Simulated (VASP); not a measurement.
## Ti: single point with PBEsol

The system is Ti.

```
CELL_PARAMETERS angstrom
4.62330 0.00000 0.00000
-2.31165 4.00390 0.00000
0.00000 0.00000 2.71440
ATOMIC_POSITIONS crystal
Ti 0.00000 0.00000 0.00000
Ti 0.33333 0.66667 0.50000
Ti 0.66667 0.33333 0.50000
```

```json
{
 "Program": "VASP 6.6.1",
 "Task": "single point",
 "Functional": "PBEsol",
 "Potentials or basis": "VASP PAW PBE potentials, release 64 (Ti_sv)",
 "Cutoff": "520 eV",
 "k mesh": "12 × 12 × 14",
 "Occupations": "gaussian, width 0.15 eV",
 "Spin": "no spin polarisation",
 "Dipole correction": "no",
 "Further INCAR settings": "ALGO = Fast; EDIFF = 1e-06; NBANDS = 25"
}
```

- Pressure: -1.9 GPa
- Band gap on the k mesh: zero (band 18 reaches 8.46 eV, above the bottom of band 19 at 8.15 eV)

Stress tensor (GPa, compression positive):
```
-5.43  0.00  0.00
 0.00 -5.43  0.00
 0.00  0.00  5.05
```

Levels at points of the mesh, in eV from the Fermi level:
```
           k point  band 15  band 16  band 17  band 18  band 19  band 20  band 21  band 22
(0.00, 0.00, 0.00)    -0.71    -0.71    -0.62    -0.62    -0.24     0.45     1.34     1.34
(0.50, 0.00, 0.00)    -2.62    -0.49    -0.41    -0.36     0.02     0.35     1.02     1.56
(0.00, 0.00, 0.50)    -1.88    -1.57    -1.57    -1.36     0.94     0.94     1.43     1.43
(0.50, 0.00, 0.50)    -1.74    -1.13    -0.57    -0.33     0.38     1.01     1.20     1.22
```

Wall time 7.7 min on 1 thread of Intel(R) Xeon(R) Platinum 8375C CPU @ 2.90GHz (Ice Lake), on a shared host, peak memory 0.26 GiB.

Caveat: the PAW data sets were made with another functional, which shifts forces and pressure a little.
